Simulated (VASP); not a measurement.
Wanted: the native input for a VASP 6.6.1 run.

- Task: single point
- Functional: PBE
- Potentials or basis: VASP PAW PBE potentials, release 64 (La, Nb_sv, O)
- Cutoff: 520 eV
- k mesh: 4 × 4 × 4
- Occupations: gaussian, width 0.1 eV
- Spin: no spin polarisation
- Dipole correction: no
- Further INCAR settings: ALGO = Normal; EDIFF = 1e-06; NBANDS = 44

The structure of LaNb4O lies in POSCAR:

```
LaNb4O
1.0
    3.9501645300      0.0000000000      0.0000000000
    0.0000000000      3.9501645300      0.0000000000
    0.0000000000      0.0000000000      7.9344134882
La Nb O
1 4 1
Direct
    0.0000000000      0.0000000000      0.0000000000
    0.5000000000      0.0000000000      0.6659111873
    0.0000000000      0.5000000000      0.3340888127
    0.5000000000      0.0000000000      0.3340888127
    0.0000000000      0.5000000000      0.6659111873
    0.5000000000      0.5000000000      0.5000000000
```

The cell was generated, and may not be a known phase.

One way to write it, as run:

INCAR

```
SYSTEM = LaNb4O
PREC = Accurate
ENCUT = 520
EDIFF = 1E-6
ISMEAR = 0
SIGMA = 0.1
LREAL = .False.
LASPH = .True.
NELM = 100
ALGO = Normal
ISIF = 2
LWAVE = .False.
LCHARG = .True.
GGA = PE
LELF = .True.
LVHAR = .True.
NBANDS = 44
```

KPOINTS

```
regular mesh
0
Gamma
  4 4 4
  0 0 0
```

Potentials or basis: VASP PAW PBE potentials, release 64 (La, Nb_sv, O).

The run is started by

```sh
$ cat potpaw_PBE.64/La/POTCAR potpaw_PBE.64/Nb_sv/POTCAR potpaw_PBE.64/O/POTCAR > POTCAR
$ mpirun -np 1 vasp_std > vasp.out
```

It gave:

| Property | Result |
| --- | --- |
| Pressure | -0.2 GPa |
| Largest force | 0.005 eV/Å |
| Band gap on the k mesh | zero (an odd number of electrons rules out a gap without spin polarisation) |

Caveat: the k points lie up to 0.40 Å⁻¹ apart, too coarse for converged energies and pressures of a metal; spin-orbit coupling is left out, which moves the levels of the heavy elements.

Wall time 61 s on 1 thread of Intel(R) Xeon(R) 6975P-C (Granite Rapids), with other jobs on the host, peak memory 0.28 GiB.
